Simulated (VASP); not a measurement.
Write the native input for VASP 6.6.1 that does the following.

```yaml
Task: relaxation of cell and atoms
Functional: PBE
Dispersion: D4
Potentials_or_basis: VASP PAW PBE potentials, release 64 (La, O)
Cutoff: 600 eV
k_mesh: 6 × 6 × 4
Occupations: fermi-dirac, width 0.02 eV
Spin: no spin polarisation
Dipole_correction: no
Further_INCAR_settings: ALGO = Normal; EDIFF = 1e-06; IBRION = 2; EDIFFG = -0.005; NSW = 80; ISIF = 3
```

The structure of La2O3 lies in POSCAR:

```
La2O3
1.0
    3.9307780000      0.0000000000      0.0000000000
   -1.9653890000      3.4041530000      0.0000000000
    0.0000000000      0.0000000000      6.1119540000
La O
2 3
Direct
    0.6666666667      0.3333333333      0.7537640000
    0.3333333333      0.6666666667      0.2462360000
    0.6666666667      0.3333333333      0.3541090000
    0.3333333333      0.6666666667      0.6458910000
    0.0000000000      0.0000000000      0.0000000000
```

One way to write it, as run:

INCAR

```
ALGO = Normal
EDIFF = 1E-6
EDIFFG = -0.005
ENCUT = 600
GGA = PE
IBRION = 2
ISIF = 3
ISMEAR = -1
IVDW = 13
LASPH = True
LCHARG = False
LREAL = False
LWAVE = False
NELM = 80
NSW = 80
PREC = Accurate
SIGMA = 0.02
```

KPOINTS

```
k-points
0
Gamma
  6 6 4
```

Potentials or basis: VASP PAW PBE potentials, release 64 (La, O).

Launch:

```sh
$ cat potpaw_PBE.64/La/POTCAR potpaw_PBE.64/O/POTCAR > POTCAR
$ mpirun -np 1 vasp_std > vasp.out
```

Results of the run:

- Relaxed volume: 16.19 Å³/atom
- Relaxed cell: a = 3.916 Å, b = 3.916 Å, c = 6.095 Å, α = 90.00°, β = 90.00°, γ = 120.00°
- Space group after relaxing (to 0.05 Å): P-3m1 (No. 164)
- Energy gained by relaxing: 0.8 meV/atom
- Ionic steps: 12
- Pressure after relaxing: 0.0 GPa
- Band gap on the k mesh: 3.88 eV, indirect (least direct gap 3.97 eV)
- Dispersion energy per atom: -0.263 eV

Caveat: spin-orbit coupling is left out, which moves the levels of the heavy elements.

Run time: 7 min on 1 thread of Intel(R) Xeon(R) Platinum 8259CL CPU @ 2.50GHz (Skylake/Cascade Lake), with other jobs on the host, peak memory 0.26 GiB.
